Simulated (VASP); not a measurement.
# V2O5 (P6mm) in VASP: single point with PBEsol

Aim: the single point of V2O5 with PBEsol.

Program: VASP 6.6.1. These are calculated values, not measurements. Logs are shortened: lines on timing, memory, paths and dates and some standing lists are left out, and cuts for length are marked.

### Step 1. The cell of the first run

It takes space group P6mm (No. 183, hexagonal). Conventional cell: a = 5.900 Å, b = 5.900 Å, c = 4.860 Å, α = 90.00°, β = 90.00°, γ = 120.00°. Within 2.1 Å of V (site symmetry 3m) lie 4 O at 1.59 to 1.78 Å. O (site symmetry 3m) has 1 V at 1.59 Å within 2.1 Å. Within 2.4 Å of O (site symmetry 2mm) lie 2 V at 1.78 Å.

### Step 2. Single point, PBEsol

The input, INCAR:

```
SYSTEM = V2O5
PREC     = Accurate       ! precision mode
ENCUT    = 1340           ! plane-wave cutoff, eV
EDIFF    = 1E-6           ! SCF threshold, eV
ISMEAR   = 0              ! smearing method
SIGMA    = 0.02           ! smearing width, eV
LREAL    = .False.        ! projectors in reciprocal space
LASPH    = .True.         ! aspherical terms in the spheres
NELM     = 120            ! most SCF steps
ALGO     = Normal         ! electronic algorithm
ISIF     = 2              ! what is computed and relaxed
LWAVE    = .False.        ! write WAVECAR
LCHARG   = .False.        ! write CHGCAR
GGA      = PS             ! functional
NBANDS   = 37             ! bands
GGA_COMPAT= .False.
```

The input, KPOINTS:

```
regular mesh
0
Gamma
  6 6 6
  0 0 0
```

The input, POSCAR:

```
V2O5
1.0
    5.8995046092      0.0000000000      0.0000000000
   -2.9497523046      5.1091208613      0.0000000000
    0.0000000000      0.0000000000      4.8602249770
V O
2 5
Direct
    0.3333333333      0.6666666667      0.3806826199
    0.6666666667      0.3333333333      0.3806826199
    0.3333333333      0.6666666667      0.0541274032
    0.0000000000      0.5000000000      0.4897980747
    0.5000000000      0.5000000000      0.4897980747
    0.5000000000      0.0000000000      0.4897980747
    0.6666666667      0.3333333333      0.0541274032
```

Potentials or basis: VASP PAW PBE potentials, release 64 (V_sv, O_h).

Run with:

```
$ cat potpaw_PBE.64/V_sv/POTCAR potpaw_PBE.64/O_h/POTCAR > POTCAR
$ mpirun -np 1 vasp_std > vasp.out
```

OUTCAR:

```text
SYSTEM = V2O5
   PREC = Accurate
   ENCUT = 1340
   EDIFF = 1E-6
   ISMEAR = 0
   LREAL = .False.
   LASPH = .True.
   NELM = 120
   ISIF = 2
   GGA = PS

 ion  position               nearest neighbor table
   1  0.333  0.667  0.381-   3 1.59   6 1.78   4 1.78   5 1.78
   2  0.667  0.333  0.381-   7 1.59   6 1.78   4 1.78   5 1.78
   3  0.333  0.667  0.054-   1 1.59
   4  0.000  0.500  0.490-   1 1.78   2 1.78
   5  0.500  0.500  0.490-   1 1.78   2 1.78
   6  0.500  0.000  0.490-   1 1.78   2 1.78
   7  0.667  0.333  0.054-   2 1.59

  LATTYP: Found a hexagonal cell.
 ALAT       =     5.8995046092
 C/A-ratio  =     0.8238361183

  Lattice vectors:

 A1 = (   5.8995046092,   0.0000000000,   0.0000000000)
 A2 = (  -2.9497523046,   5.1091208613,   0.0000000000)
 A3 = (   0.0000000000,   0.0000000000,   4.8602249770)

Analysis of symmetry for initial positions (statically):
=====================================================================
 Subroutine PRICEL returns:
 Original cell was already a primitive cell.

 Routine SETGRP: Setting up the symmetry group for a
 hexagonal supercell.

 Subroutine GETGRP returns: Found 12 space group operations
 (whereof 12 operations were pure point group operations)
 out of a pool of 24 trial point group operations.

The static configuration has the point symmetry C_6v.

Analysis of symmetry for dynamics (positions and initial velocities):
=====================================================================
 Subroutine PRICEL returns:
 Original cell was already a primitive cell.

 Routine SETGRP: Setting up the symmetry group for a
 hexagonal supercell.

 Subroutine GETGRP returns: Found 12 space group operations
 (whereof 12 operations were pure point group operations)
 out of a pool of 24 trial point group operations.

The dynamic configuration has the point symmetry C_6v.

 Subroutine INISYM returns: Found 12 space group operations
 (whereof 12 operations are pure point group operations),
 and found     1 'primitive' translations

----------------------------------------------------------------------------------------

                                     Primitive cell

  volume of cell :     146.4934

  direct lattice vectors                    reciprocal lattice vectors
     5.899504609  0.000000000  0.000000000     0.169505758  0.097864195  0.000000000
    -2.949752305  5.109120861  0.000000000     0.000000000  0.195728390  0.000000000
     0.000000000  0.000000000  4.860224977     0.000000000  0.000000000  0.205751792

  length of vectors
     5.899504609  5.899504609  4.860224977     0.195728390  0.195728390  0.205751792

  position of ions in fractional coordinates (direct lattice)
     0.333333333  0.666666667  0.380682620
     0.666666667  0.333333333  0.380682620
     0.333333333  0.666666667  0.054127403
     0.000000000  0.500000000  0.489798075
     0.500000000  0.500000000  0.489798075
     0.500000000  0.000000000  0.489798075
     0.666666667  0.333333333  0.054127403

  ion indices of the primitive-cell ions
   primitive index   ion index
                 1           1
                 2           2
                 3           3
                 4           4
                 5           5
                 6           6
                 7           7

----------------------------------------------------------------------------------------

 KPOINTS: regular mesh

Automatic generation of k-mesh.
 Grid dimensions read from file:
 generate k-points for:    6    6    6

 Generating k-lattice:

  Cartesian coordinates                     Fractional coordinates (reciprocal lattice)
     0.028250960  0.016310699  0.000000000     0.166666667  0.000000000  0.000000000
     0.000000000  0.032621398  0.000000000     0.000000000  0.166666667  0.000000000
     0.000000000  0.000000000  0.034291965     0.000000000  0.000000000  0.166666667

  Length of vectors
     0.032621398  0.032621398  0.034291965

  Shift w.r.t. Gamma in fractional coordinates (k-lattice)
     0.000000000  0.000000000  0.000000000

 Subroutine IBZKPT returns following result:
 ===========================================

 Found     28 irreducible k-points:

 Following reciprocal coordinates:
            Coordinates               Weight
  0.000000  0.000000  0.000000      1.000000
  0.166667  0.000000  0.000000      6.000000
  0.333333  0.000000  0.000000      6.000000
  0.500000  0.000000  0.000000      3.000000
  0.166667  0.166667  0.000000      6.000000
  0.333333  0.166667  0.000000     12.000000
[... 16 lines left out ...]
  0.166667  0.000000  0.500000      6.000000
  0.333333  0.000000  0.500000      6.000000
 [... further k-points ...]
   k-points           NKPTS =     28   k-points in BZ     NKDIM =     28   number of bands    NBANDS=     37
   number of dos      NEDOS =    301   number of ions     NIONS =      7
   total plane-waves  NPLWV = 294000
   dimension x,y,z NGX =    70 NGY =   70 NGZ =   60
   dimension x,y,z NGXF=   140 NGYF=  140 NGZF=  120
   ions per type =               2   5
   NGX,Y,Z   is equivalent  to a cutoff of  19.73, 19.73, 20.52 a.u.
   NGXF,Y,Z  is equivalent  to a cutoff of  39.45, 39.45, 41.05 a.u.
 SYSTEM =  V2O5
   PREC   = accura    normal or accurate (medium, high low for compatibility)
   ISTART =      0    job   : 0-new  1-cont  2-samecut
   ICHARG =      2    charge: 1-file 2-atom 10-const
   ISPIN  =      1    spin polarized calculation?
   LNONCOLLINEAR =      F non collinear calculations
   LSORBIT =      F    spin-orbit coupling
   LASPH  =      T    aspherical Exc in radial PAW
   ENCUT  = 1340.0 eV  98.49 Ry    9.92 a.u.  17.61 17.61 14.51*2*pi/ulx,y,z
   NELM   =    120;   NELMIN=  2; NELMDL= -5     # of ELM steps
   EDIFF  = 0.1E-05   stopping-criterion for ELM
   LREAL  =      F    real-space projection
[... 7 lines left out ...]
   TEBEG  =    0.0;   TEEND  =   0.0 temperature during run
   PSTRESS=    0.0 pullay stress
   NELECT =      56.0000    total number of electrons
   NUPDOWN=      -1.0000    fix difference up-down
   EMIN   =  10.00;   EMAX   =-10.00  energy-range for DOS
   EFERMI =   0.00;   METHOD = LEGACY
   ISMEAR =     0;   SIGMA  =   0.02  broadening in eV -4-tet -1-fermi 0-gaus
   EFERMI_NEDOS =   21; number of points for ismear=-14 and -15
   IALGO  =     38    algorithm
   IMIX   =      4    mixing-type and parameters
     AMIX     =   0.40;   BMIX     =  1.00
     AMIX_MAG =   1.60;   BMIX_MAG =  1.00
  volume/ion in A,a.u.               =      20.93       141.23
  Fermi-wavevector in a.u.,A,eV,Ry     =   1.188132  2.245245 19.206779  1.411658
  Thomas-Fermi vector in A             =   2.324269
   LORBIT       =      0    0 simple, 1 ext, 2 COOP (PROOUT), +10 PAW based schemes
   GGA     = PS    functional components
   LHFCALC =     F    Hartree Fock is set to
   AEXX    =    0.0000 exact exchange contribution
   IVDW    =     0    specifies the selected vdW correction
   LEPSILON=     F    determine dielectric tensor
   LRPA    =     F    only Hartree local field effects (RPA)
 non-spin polarized calculation
 Gauss-broadening in eV      SIGMA  =   0.02
  energy-cutoff  :     1340.00
  volume of cell :      146.49
 maximum number of plane-waves:     16367
   NGX = 35   NGY = 35   NGZ = 29

 number of electron      55.9999999 magnetization

 Free energy of the ion-electron system (eV)
  ---------------------------------------------------
  ext. energy  EPLUGINS =         0.00000000
  ---------------------------------------------------
  free energy    TOTEN  =       -61.31880895 eV

  energy without entropy =      -61.31880895  energy(sigma->0) =      -61.31880895

 E-fermi :  -2.4805     XC(G=0):  -7.1418

 val. band max:       -2.5657211942   @ k =   0.5000   0.0000   0.5000
 cond. band min:       0.1903220402   @ k =   0.3333   0.3333   0.0000
 fundamental gap:      2.7560432344
 Fermi energy:        -2.4805138378

 k-point     1 :       0.0000    0.0000    0.0000
  band No.  band energies     occupation
      1     -65.7071      2.00000
      2     -65.7004      2.00000
      3     -39.8771      2.00000
      4     -39.8664      2.00000
      5     -39.7718      2.00000
      6     -39.7718      2.00000
[... 29 lines left out ...]
     36       3.6842      0.00000
     37       3.9797      0.00000

 k-point     2 :       0.1667    0.0000    0.0000
  band No.  band energies     occupation
      1     -65.7067      2.00000
      2     -65.7008      2.00000
      3     -39.8765      2.00000
      4     -39.8671      2.00000
      5     -39.7724      2.00000
      6     -39.7670      2.00000
[... 29 lines left out ...]
     36       3.6894      0.00000
     37       3.9481      0.00000

 k-point     3 :       0.3333    0.0000    0.0000
  band No.  band energies     occupation
      1     -65.7057      2.00000
      2     -65.7018      2.00000
      3     -39.8751      2.00000
      4     -39.8690      2.00000
      5     -39.7738      2.00000
      6     -39.7553      2.00000
[... 29 lines left out ...]
     36       3.2940      0.00000
     37       3.8836      0.00000

 k-point     4 :       0.5000    0.0000    0.0000
  band No.  band energies     occupation
      1     -65.7049      2.00000
      2     -65.7027      2.00000
      3     -39.8739      2.00000
      4     -39.8704      2.00000
      5     -39.7745      2.00000
      6     -39.7466      2.00000
[... 29 lines left out ...]
     36       3.3583      0.00000
     37       3.8376      0.00000
[... 683 lines left out ...]
      1     -65.7071      2.00000
      2     -65.7004      2.00000
      3     -39.8779      2.00000
      4     -39.8671      2.00000
      5     -39.7717      2.00000
      6     -39.7717      2.00000
[... 29 lines left out ...]
     36       3.9584      0.00000
     37       3.9716      0.00000

 k-point    23 :       0.1667    0.0000    0.5000
  band No.  band energies     occupation
      1     -65.7067      2.00000
      2     -65.7008      2.00000
      3     -39.8774      2.00000
      4     -39.8679      2.00000
      5     -39.7724      2.00000
      6     -39.7670      2.00000
[... 29 lines left out ...]
     36       3.7098      0.00000
     37       3.9224      0.00000

 k-point    24 :       0.3333    0.0000    0.5000
  band No.  band energies     occupation
      1     -65.7057      2.00000
      2     -65.7018      2.00000
      3     -39.8759      2.00000
      4     -39.8698      2.00000
      5     -39.7738      2.00000
      6     -39.7552      2.00000
[... 29 lines left out ...]
     36       3.8113      0.00000
     37       3.8198      0.00000

 [... further k-points ...]
[... 5 lines left out ...]
  --------------------------------------------------------------------------------------
  -------------------------------------------------------------------------------------
  Total       -1.9949465     -1.9949465     -1.8195464      0.0000000      0.0000000      0.0000000
  in kB      -21.8184419    -21.8184419    -19.9001166      0.0000000      0.0000000      0.0000000
  external PRESSURE =     -21.1790001 kB  Pullay stress =       0.0000000 kB

 VOLUME and BASIS-vectors are now :
 -----------------------------------------------------------------------------
  energy-cutoff  :     1340.00
  volume of cell :      146.49
      direct lattice vectors                 reciprocal lattice vectors
     5.899504609  0.000000000  0.000000000     0.169505758  0.097864195  0.000000000
    -2.949752305  5.109120861  0.000000000     0.000000000  0.195728390  0.000000000
     0.000000000  0.000000000  4.860224977     0.000000000  0.000000000  0.205751792

 POSITION                                       TOTAL-FORCE (eV/Angst)
 -----------------------------------------------------------------------------------
     -0.00000      3.40608      1.85020         0.000000     -0.000000      0.011137
      2.94975      1.70304      1.85020        -0.000000      0.000000      0.011137
     -0.00000      3.40608      0.26307         0.000000      0.000000      0.276092
     -1.47488      2.55456      2.38053         0.000000     -0.000000     -0.191486
      1.47488      2.55456      2.38053         0.000000     -0.000000     -0.191486
      2.94975      0.00000      2.38053         0.000000     -0.000000     -0.191486
      2.94975      1.70304      0.26307         0.000000     -0.000000      0.276092
 -----------------------------------------------------------------------------------
    total drift:                                0.000000      0.000000      0.002001

  FREE ENERGIE OF THE ION-ELECTRON SYSTEM (eV)
  ---------------------------------------------------
  free  energy   TOTEN  =       -61.3188089524 eV

  energy  without entropy=      -61.3188089524  energy(sigma->0) =      -61.31880895
```

Wall time 13 min (1 thread of Intel Xeon Platinum 8259CL at 2.50GHz (Skylake/Cascade Lake), shared host); peak memory 0.89 GiB.

Results:

```yaml
Free_energy: -61.3188 eV
Pressure: -2.1 GPa
Largest_force: 0.276 eV/Å
Band_gap_on_the_k_mesh: 2.76 eV (least direct gap 2.88 eV)
```

Forces in eV/Å, atoms in the order of the input:
```
V    0.000  0.000  0.011
V    0.000  0.000  0.011
O    0.000  0.000  0.276
O    0.000  0.000 -0.191
O    0.000  0.000 -0.191
O    0.000  0.000 -0.191
O    0.000  0.000  0.276
```

Stress tensor (GPa, compression positive):
```
-2.18  0.00  0.00
 0.00 -2.18  0.00
 0.00  0.00 -1.99
```

Caveat: the PAW data sets were made with another functional, which shifts forces and pressure a little.
